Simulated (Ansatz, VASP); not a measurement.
# C: VASP beside Ansatz

The input INCAR:

```
  PREC = Accurate
  ENCUT = 520
  EDIFF = 1E-6
  ISMEAR = 0
  SIGMA = 0.2
  LREAL = False
  LASPH = True
  NELM = 100
  ALGO = Normal
  ISIF = 2
  LWAVE = False
  LCHARG = True
  GGA = PE
  LELF = True
  LVHAR = True
  NBANDS = 26
```

Contents of KPOINTS:

```
regular mesh
0
Gamma
  8 8 4
```

Contents of POSCAR:

```
C
1.0
   -2.6716136366      0.0000000000      0.0000000000
    1.3358068183     -3.0996599397      0.0000000000
    0.0000000000      0.0000000000      6.8566136001
C
8
Direct
    0.5000000000      1.0000000000      0.4025846081
    0.5000000000      1.0000000000      0.9025846081
    0.5000000000      1.0000000000      0.0974153919
    0.5000000000      1.0000000000      0.5974153919
    0.3220024245      0.6440048489      0.2500000000
    0.3220024245      0.6440048489      0.7500000000
    0.6779975755      0.3559951511      0.2500000000
    0.6779975755      0.3559951511      0.7500000000
```

Input for Ansatz:

```yaml
crystal:
  lattice:
    - [-2.6716136366, 0.0, 0.0]
    - [1.3358068183, -3.0996599397, 0.0]
    - [0.0, 0.0, 6.8566136001]
  atoms:
    - { symbol: C, position: [0.5, 1.0, 0.4025846081] }
    - { symbol: C, position: [0.5, 1.0, 0.9025846081] }
    - { symbol: C, position: [0.5, 1.0, 0.0974153919] }
    - { symbol: C, position: [0.5, 1.0, 0.5974153919] }
    - { symbol: C, position: [0.3220024245, 0.6440048489, 0.25] }
    - { symbol: C, position: [0.3220024245, 0.6440048489, 0.75] }
    - { symbol: C, position: [0.6779975755, 0.3559951511, 0.25] }
    - { symbol: C, position: [0.6779975755, 0.3559951511, 0.75] }
basis:
  ecutwfc: 420
kpoints:
  mp_grid: { grid: [8, 8, 4] }
hamiltonian:
  xc: pbe
scf:
  occupations: { method: gaussian, width: 0.2 }
  lower_state_search: "off"
output:
  forces: true
  stress: true
  eigenvalues: true
```

Alike in both runs: task single point; functional PBE; k mesh 8 × 8 × 4; occupations gaussian, width 0.2 eV; no spin polarisation.

```csv
,VASP,Ansatz
version,VASP 6.6.1,Ansatz 0.2.0
potentials or method,"VASP PAW PBE potentials, release 64 (C), cutoff 520 eV","scalar-relativistic, plane waves, PAW"
valence electrons in the cell,32,32
```

|  | VASP | Ansatz | Ansatz less VASP |
| --- | --- | --- | --- |
| gap on the k mesh at the Fermi level (eV) | none | none | - |
| pressure (GPa) | 0.4 | 0.0 | -0.37 |
| traceless stress, the component that is largest in VASP (GPa) | -0.13 | 0.23 | +0.354 |
| rms of the force components (eV/Å) | 0.012 | 0.006 | -0.0058 |

Atom by atom the forces differ by 0.015 eV/Å (rms over components). A gap of «none» marks a metal or a gap that the smearing closes. With one functional, cell and mesh, what is left measures potentials, basis and numerics.
